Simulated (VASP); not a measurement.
# V (Fm-3m) in VASP: a series of runs, part 2 of 2

VASP 6.6.1. Earlier steps stand in the parts before.

## (3) Relaxation of cell and atoms, PBE

This run uses another cell than the first one, of 13.64 Å³/atom, 0.981 times its volume.

INCAR reads:

```
SYSTEM = V
PREC     = Accurate       ! precision mode
ENCUT    = 600            ! plane-wave cutoff, eV
EDIFF    = 1E-7           ! SCF threshold, eV
ISMEAR   = 0              ! smearing method
SIGMA    = 0.1            ! smearing width, eV
LREAL    = .False.        ! projectors in reciprocal space
LASPH    = .True.         ! aspherical terms in the spheres
NELM     = 100            ! most SCF steps
ALGO     = Fast           ! electronic algorithm
ISIF     = 3              ! what is computed and relaxed
LWAVE    = .False.        ! write WAVECAR
LCHARG   = .False.        ! write CHGCAR
GGA      = PE             ! functional
IBRION   = 2              ! ionic algorithm
NSW      = 100            ! ionic steps
EDIFFG   = -0.005         ! ionic threshold
```

KPOINTS reads:

```
regular mesh
0
Gamma
  18 18 18
  0 0 0
```

POSCAR reads:

```
V
1.0
    0.0000000000      1.8963810953      1.8963810953
    1.8963810953      0.0000000000      1.8963810953
    1.8963810953      1.8963810953      0.0000000000
V
1
Direct
    0.0000000000      0.0000000000      0.0000000000
```

Potentials or basis: VASP PAW PBE potentials, release 64 (V_sv).

Started as:

```bash
$ cat potpaw_PBE.64/V_sv/POTCAR > POTCAR
$ mpirun -np 1 vasp_std > vasp.out
```

OUTCAR:

```text
SYSTEM = V
   PREC = Accurate
   ENCUT = 600
   EDIFF = 1E-7
   ISMEAR = 0
   LREAL = .False.
   LASPH = .True.
   NELM = 100
   ISIF = 3
   GGA = PE
   IBRION = 2
   NSW = 100
   EDIFFG = -0.005

 ion  position               nearest neighbor table
   1  0.000  0.000  0.000-

  LATTYP: Found a face centered cubic cell.
 ALAT       =     3.7927621906

  Lattice vectors:

 A1 = (   0.0000000000,   1.8963810953,   1.8963810953)
 A2 = (   1.8963810953,   0.0000000000,   1.8963810953)
 A3 = (   1.8963810953,   1.8963810953,   0.0000000000)

Analysis of symmetry for initial positions (statically):
=====================================================================
 Subroutine PRICEL returns:
 Original cell was already a primitive cell.

 Routine SETGRP: Setting up the symmetry group for a
 face centered cubic supercell.

 Subroutine GETGRP returns: Found 48 space group operations
 (whereof 48 operations were pure point group operations)
 out of a pool of 48 trial point group operations.

The static configuration has the point symmetry O_h .

Analysis of symmetry for dynamics (positions and initial velocities):
=====================================================================
 Subroutine PRICEL returns:
 Original cell was already a primitive cell.

 Routine SETGRP: Setting up the symmetry group for a
 face centered cubic supercell.

 Subroutine GETGRP returns: Found 48 space group operations
 (whereof 48 operations were pure point group operations)
 out of a pool of 48 trial point group operations.

The dynamic configuration has the point symmetry O_h .

 Subroutine INISYM returns: Found 48 space group operations
 (whereof 48 operations are pure point group operations),
[... 121 lines left out ...]
   AEXX    =    0.0000 exact exchange contribution
   IVDW    =     0    specifies the selected vdW correction
   LEPSILON=     F    determine dielectric tensor
   LRPA    =     F    only Hartree local field effects (RPA)
 conjugate gradient relaxation of ions
 non-spin polarized calculation
 RMM-DIIS sequential band-by-band and
 Gauss-broadening in eV      SIGMA  =   0.10
  energy-cutoff  :      600.00
  volume of cell :       13.64
 maximum number of plane-waves:       469
 NGX is ok and might be reduce to    24
   NGX = 11   NGY = 11   NGZ = 11

--------------------------------------- Ionic step        1  -------------------------------------------

 number of electron      12.9999997 magnetization

 Free energy of the ion-electron system (eV)
  ---------------------------------------------------
  ext. energy  EPLUGINS =         0.00000000
  ---------------------------------------------------
  free energy    TOTEN  =        -8.75058945 eV

  energy without entropy =       -8.74177971  energy(sigma->0) =       -8.74618458

------------------------ aborting loop because EDIFF is reached ----------------------------------------

  FORCE on cell =-STRESS in cart. coord.  units (eV):
  Direction    XX          YY          ZZ          XY          YZ          ZX
  --------------------------------------------------------------------------------------
  -------------------------------------------------------------------------------------
  Total        0.3043802      0.3043802      0.3043802      0.0000000     -0.0000000      0.0000000
  in kB       35.7536274     35.7536274     35.7536274      0.0000000     -0.0000000      0.0000000
  external PRESSURE =      35.7536274 kB  Pullay stress =       0.0000000 kB
[... 127 lines left out ...]
--------------------------------------- Ionic step        5  -------------------------------------------

 number of electron      12.9999998 magnetization

 Free energy of the ion-electron system (eV)
  ---------------------------------------------------
  ext. energy  EPLUGINS =         0.00000000
  ---------------------------------------------------
  free energy    TOTEN  =        -8.75357451 eV

  energy without entropy =       -8.74450456  energy(sigma->0) =       -8.74903953

 E-fermi :   9.6182     XC(G=0): -12.7342

 val. band max:        9.6106046866   @ k =  -0.3889   0.3889   0.1111
 cond. band min:       9.6182665254   @ k =  -0.0556   0.0556   0.0000
 fundamental gap:      0.0076618388
 Fermi energy:         9.6182300881

 k-point     1 :       0.0000    0.0000    0.0000
  band No.  band energies     occupation
      1     -54.4540      2.00000
      2     -27.8113      2.00000
      3     -27.8113      2.00000
      4     -27.8113      2.00000
      5       2.7998      2.00000
      6       9.7880      0.01634
      7       9.7880      0.01634
      8       9.7880      0.01634
      9      11.5240      0.00000
     10      11.5240      0.00000
[... 287 lines left out ...]
 k-point    24 :      -0.2222    0.0556    0.0000
  band No.  band energies     occupation
      1     -54.3750      2.00000
      2     -28.2016      2.00000
      3     -27.8867      2.00000
      4     -27.8520      2.00000
      5       4.7731      2.00000
      6       9.0230      2.00000
      7      10.0520      0.00000
      8      10.1478      0.00000
      9      11.3349      0.00000
     10      11.8538      0.00000

 [... further k-points ...]
[... 5 lines left out ...]
  --------------------------------------------------------------------------------------
  -------------------------------------------------------------------------------------
  Total       -0.0019583     -0.0019583     -0.0019583     -0.0000000     -0.0000000      0.0000000
  in kB       -0.2255720     -0.2255720     -0.2255720     -0.0000000     -0.0000000      0.0000000
  external PRESSURE =      -0.2255720 kB  Pullay stress =       0.0000000 kB
[... 16 lines left out ...]
  FREE ENERGIE OF THE ION-ELECTRON SYSTEM (eV)
  ---------------------------------------------------
  free  energy   TOTEN  =        -8.7535745063 eV

  energy  without entropy=       -8.7445045633  energy(sigma->0) =       -8.74903953

 reached required accuracy - stopping structural energy minimisation
```

OSZICAR:

```text
N       E                     dE             d eps       ncg     rms          rms(c)
DAV:   1     0.971780601906E+02    0.97178E+02   -0.79029E+03  3900   0.156E+03
DAV:   2    -0.847337434434E+01   -0.10565E+03   -0.10382E+03  4014   0.393E+02
DAV:   3    -0.101374030969E+02   -0.16640E+01   -0.16342E+01  4090   0.584E+01
[... 45 lines left out ...]
       N       E                     dE             d eps       ncg     rms          rms(c)
DAV:   1    -0.875368339798E+01   -0.11114E-03   -0.22523E-03  3908   0.829E-01    0.108E-01
RMM:   2    -0.875357332509E+01    0.11007E-03   -0.48978E-04  3900   0.288E-01    0.254E-02
RMM:   3    -0.875357483865E+01   -0.15136E-05   -0.28276E-05  3900   0.504E-02    0.111E-02
RMM:   4    -0.875357454488E+01    0.29377E-06   -0.30173E-06  3928   0.235E-02    0.316E-03
RMM:   5    -0.875357450631E+01    0.38569E-07   -0.56085E-07  3000   0.129E-02
   5 F= -.87535745E+01 E0= -.87490395E+01  d E =-.216779E-05
```

Run time: 62 s. Hardware: 1 thread of Intel Xeon Platinum 8488C (Sapphire Rapids), shared host; peak memory 0.17 GiB.

What came out:

```yaml
Free_energy: -8.7536 eV
Relaxed_volume: 13.91 Å³/atom
Relaxed_cell: a = 2.699 Å, b = 2.699 Å, c = 2.699 Å, α = 60.00°, β = 60.00°, γ = 60.00°
Space_group_after_relaxing_to_0.05_Å: Fm-3m (No. 225)
Energy_gained_by_relaxing: 3.0 meV/atom
Ionic_steps: 5
Pressure_after_relaxing: 0.0 GPa
```

Step by step:
| step | energy change (eV) | largest force (eV/Å) | pressure (GPa) | volume (Å³) |
| --- | --- | --- | --- | --- |
| 1 | 0.0000 | 0.0000 | 3.58 | 13.64 |
| 2 | 0.0013 | 0.0000 | -4.02 | 14.25 |
| 3 | -0.0030 | 0.0000 | 0.07 | 13.91 |
| 4 | -0.0030 | 0.0000 | -0.06 | 13.92 |
| 5 | -0.0030 | 0.0000 | -0.02 | 13.91 |

Final structure:
```
CELL_PARAMETERS angstrom
0.00000 1.90878 1.90878
1.90878 0.00000 1.90878
1.90878 1.90878 0.00000
ATOMIC_POSITIONS crystal
V 0.00000 0.00000 0.00000
```

Levels at points of the mesh, in eV from the Fermi level:
```csv
k point,band 2,band 3,band 4,band 5,band 6,band 7,band 8,band 9,band 10
"(0.00, 0.00, 0.00)",-37.43,-37.43,-37.43,-6.82,0.17,0.17,0.17,1.91,1.91
"(0.50, 0.00, 0.00)",-38.24,-37.53,-37.53,-3.31,0.05,0.05,0.80,3.06,3.06
"(0.50, 0.50, 0.00)",-38.18,-37.71,-37.71,-3.44,-2.60,3.05,3.36,3.36,3.38
```

## (4) Single point, PBE, collinear spin, ferromagnetic start

This run uses another cell than the first one, of 13.64 Å³/atom, 0.981 times its volume.

INCAR reads:

```
ALGO = Normal
EDIFF = 1E-6
ENCUT = 500
GGA = PE
GGA_COMPAT = False
ISIF = 2
ISMEAR = 0
ISPIN = 2
LASPH = True
LCHARG = False
LMAXMIX = 4
LORBIT = 11
LREAL = False
LWAVE = False
MAGMOM = 2
NBANDS = 16
NELM = 200
PREC = Accurate
SIGMA = 0.1
```

KPOINTS reads:

```
k-points
0
Gamma
  8 8 8
```

POSCAR is that of step 3.

Potentials or basis: VASP PAW PBE potentials, release 64 (V_sv).

Started as:

```bash
$ cat potpaw_PBE.64/V_sv/POTCAR > POTCAR
$ mpirun -np 1 vasp_std > vasp.out
```

OUTCAR:

```text
EDIFF = 1E-6
   ENCUT = 500
   GGA = PE
   ISIF = 2
   ISMEAR = 0
   ISPIN = 2
   LASPH = True
   LORBIT = 11
   LREAL = False
   NELM = 200
   PREC = Accurate

 ion  position               nearest neighbor table
   1  0.000  0.000  0.000-

  LATTYP: Found a face centered cubic cell.
 ALAT       =     3.7927621906

  Lattice vectors:

 A1 = (   0.0000000000,   1.8963810953,   1.8963810953)
 A2 = (   1.8963810953,   0.0000000000,   1.8963810953)
 A3 = (   1.8963810953,   1.8963810953,   0.0000000000)

Analysis of symmetry for initial positions (statically):
=====================================================================
 Subroutine PRICEL returns:
 Original cell was already a primitive cell.

 Routine SETGRP: Setting up the symmetry group for a
 face centered cubic supercell.

 Subroutine GETGRP returns: Found 48 space group operations
 (whereof 48 operations were pure point group operations)
 out of a pool of 48 trial point group operations.

The static configuration has the point symmetry O_h .

Analysis of symmetry for dynamics (positions and initial velocities):
[... 184 lines left out ...]
      3     -27.5283      1.00000
      4     -27.5283      1.00000
      5       2.9946      1.00000
      6      10.0254      0.01974
[... 435 lines left out ...]
      5       7.5971      1.00000
      6       8.4595      1.00000
[... 8 lines left out ...]
     15      36.3760      0.00000
     16      40.9200      0.00000

 [... further k-points ...]

 spin component 2

 k-point     1 :       0.0000    0.0000    0.0000
  band No.  band energies     occupation
      1     -54.2002      1.00000
      2     -27.5283      1.00000
      3     -27.5283      1.00000
      4     -27.5283      1.00000
      5       2.9946      1.00000
      6      10.0254      0.01974
[... 435 lines left out ...]
      5       7.5971      1.00000
      6       8.4595      1.00000
[... 8 lines left out ...]
     15      36.3760      0.00000
     16      40.9200      0.00000

 [... further k-points ...]
[... 5 lines left out ...]
  --------------------------------------------------------------------------------------
  -------------------------------------------------------------------------------------
  Total        0.3390448      0.3390448      0.3390448      0.0000000     -0.0000000      0.0000000
  in kB       39.8254655     39.8254655     39.8254655      0.0000000     -0.0000000      0.0000000
  external PRESSURE =      39.8254655 kB  Pullay stress =       0.0000000 kB

 VOLUME and BASIS-vectors are now :
 -----------------------------------------------------------------------------
  energy-cutoff  :      500.00
  volume of cell :       13.64
      direct lattice vectors                 reciprocal lattice vectors
     0.000000000  1.896381095  1.896381095    -0.263660085  0.263660085  0.263660085
     1.896381095  0.000000000  1.896381095     0.263660085 -0.263660085  0.263660085
     1.896381095  1.896381095  0.000000000     0.263660085  0.263660085 -0.263660085

 POSITION                                       TOTAL-FORCE (eV/Angst)
 -----------------------------------------------------------------------------------
      0.00000      0.00000      0.00000        -0.000000      0.000000      0.000000
 -----------------------------------------------------------------------------------
    total drift:                                0.000000      0.000000      0.000000

  FREE ENERGIE OF THE ION-ELECTRON SYSTEM (eV)
  ---------------------------------------------------
  free  energy   TOTEN  =        -8.7393179959 eV

  energy  without entropy=       -8.7279586894  energy(sigma->0) =       -8.73363834

 total charge

# of ion       s       p       d       tot
------------------------------------------
    1        2.346   6.235   3.039  11.619

 magnetization (x)

# of ion       s       p       d       tot
------------------------------------------
    1        0.000   0.000   0.000   0.000
```

Wall time 29 s (1 thread of Intel Xeon 8259CL, shared host); peak memory 0.13 GiB.

Results:

```
Free energy                                           : -8.7393 eV
Pressure                                              : 4.0 GPa
Net moment                                            : 0.00 μB per cell
Valence electrons inside the program's atomic spheres : V 11.62
```

## (5) Summary

```tsv
task	spin	cell	k mesh	cutoff (eV)	gap on the mesh (eV)	pressure (GPa)
single point	off	a = 2.699 Å, angles 60.0°, 1 atom	18 × 18 × 18	520	none	0.2
relaxation of cell and atoms	off	relaxed from a = 2.682 Å, angles 60.0°, 1 atom	18 × 18 × 18	600	none	0.0
single point	collinear, ferromagnetic start	a = 2.682 Å, angles 60.0°, 1 atom	8 × 8 × 8	500	none	4.0
```

Alike in all rows: level PBE; potentials or basis VASP PAW PBE potentials, release 64 (V_sv); smearing gaussian 0.1 eV.

Total energies depend on the potentials used, so only differences within one code and one set of settings carry meaning.
